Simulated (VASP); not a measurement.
## WS2 (Tungstenite): single point with PBE

Crystal: WS2 (Tungstenite).

```
W S
1.0
     3.16994    0.00000    0.00000
    -1.58497    2.74525    0.00000
     0.00000    0.00000   12.49112
W S
2 4
Direct
  0.33333 0.66667 0.25000
  0.66667 0.33333 0.75000
  0.33333 0.66667 0.62489
  0.66667 0.33333 0.12489
  0.33333 0.66667 0.87511
  0.66667 0.33333 0.37511
```

- Program: VASP 6.6.1
- Task: single point
- Functional: PBE
- Potentials or basis: VASP PAW PBE potentials, release 64 (W_sv, S)
- Cutoff: 520 eV
- k mesh: 12 × 12 × 2
- Occupations: gaussian, width 0.01 eV
- Spin: no spin polarisation
- Dipole correction: no
- Further INCAR settings: ALGO = Normal; EDIFF = 1e-06; NBANDS = 35

```json
{
 "Pressure": "3.2 GPa",
 "Largest force": "0.198 eV/Å",
 "Band gap on the k mesh": "1.06 eV, indirect (least direct gap 1.78 eV)"
}
```

Forces in eV/Å, atoms in the order of the input:
```
W    0.000  0.000  0.000
W    0.000  0.000  0.000
S    0.000  0.000 -0.198
S    0.000  0.000 -0.198
S    0.000  0.000  0.198
S    0.000  0.000  0.198
```

Stress tensor (GPa, compression positive):
```
2.79 0.00 0.00
0.00 2.79 0.00
0.00 0.00 4.16
```

Levels at points of the mesh, in eV from the valence-band top:
```csv
k point,band 23,band 24,band 25,band 26,band 27,band 28,band 29,band 30
"(0.00, 0.00, 0.00)",-2.23,-1.58,-1.10,0.00,2.29,2.29,2.30,2.30
"(0.50, 0.00, 0.00)",-1.98,-1.82,-1.66,-1.50,2.27,2.31,2.61,2.85
"(0.00, 0.00, 0.50)",-2.25,-2.25,-0.31,-0.31,2.29,2.29,2.29,2.29
"(0.50, 0.00, 0.50)",-1.90,-1.90,-1.57,-1.57,2.29,2.29,2.75,2.75
```

Run time: 2.9 min on 1 thread of Intel Xeon 8259CL, on a shared host, peak memory 0.29 GiB.

Caveat: spin-orbit coupling is left out, which moves the levels of the heavy elements; this functional lacks dispersion, which binds the layers, so the pressure and a relaxed spacing across them are unreliable. A k mesh can miss the band edges.
